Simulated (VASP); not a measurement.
**BIr3Br: single point with PBEsol**

Crystal: BIr3Br.

```
B Ir Br
1.0
     4.15233    0.00000    0.00000
     0.00000    4.15233    0.00000
     0.00000    0.00000    4.15233
B Ir Br
1 3 1
Direct
  0.50000 0.50000 0.50000
  0.00000 0.50000 0.50000
  0.50000 0.00000 0.50000
  0.50000 0.50000 0.00000
  0.00000 0.00000 0.00000
```

```yaml
Program: VASP 6.6.1
Task: single point
Functional: PBEsol
Potentials_or_basis: VASP PAW PBE potentials, release 64 (B, Ir_sv_GW, Br)
Cutoff: 560 eV
k_mesh: 4 × 4 × 4
Occupations: gaussian, width 0.1175 eV
Spin: no spin polarisation
```

* Pressure: -0.9 GPa
* Band gap on the k mesh: zero (an odd number of electrons rules out a gap without spin polarisation)

Levels at points of the mesh, in eV from the Fermi level:
| k point | band 26 | band 27 | band 28 | band 29 | band 30 | band 31 | band 32 | band 33 | band 34 | band 35 |
| --- | --- | --- | --- | --- | --- | --- | --- | --- | --- | --- |
| (0.00, 0.00, 0.00) | -1.63 | -1.29 | -1.29 | -0.60 | -0.60 | -0.60 | 0.65 | 0.76 | 0.76 | 0.76 |
| (0.50, 0.00, 0.00) | -2.28 | -2.23 | -1.41 | -0.91 | 0.12 | 0.12 | 0.76 | 1.66 | 2.37 | 2.37 |
| (0.50, 0.50, 0.00) | -1.72 | -1.65 | -1.28 | -0.76 | 0.06 | 0.06 | 0.77 | 1.62 | 2.84 | 2.84 |
| (0.50, 0.50, 0.50) | -2.95 | -2.70 | -0.96 | -0.96 | 0.48 | 0.48 | 0.48 | 2.77 | 2.77 | 2.77 |

Wall time 17 s on 1 thread of AMD EPYC 9R45 96-Core Processor (Zen 5) (shared host), peak memory 0.16 GiB.

Caveat: the k points lie up to 0.38 Å⁻¹ apart, too coarse for converged energies and pressures of a metal; the PAW data sets were made with another functional, which shifts forces and pressure a little; spin-orbit coupling is left out, which moves the levels of the heavy elements; an odd number of electrons without spin polarisation forces a metal; a magnetic or distorted state may lie lower.
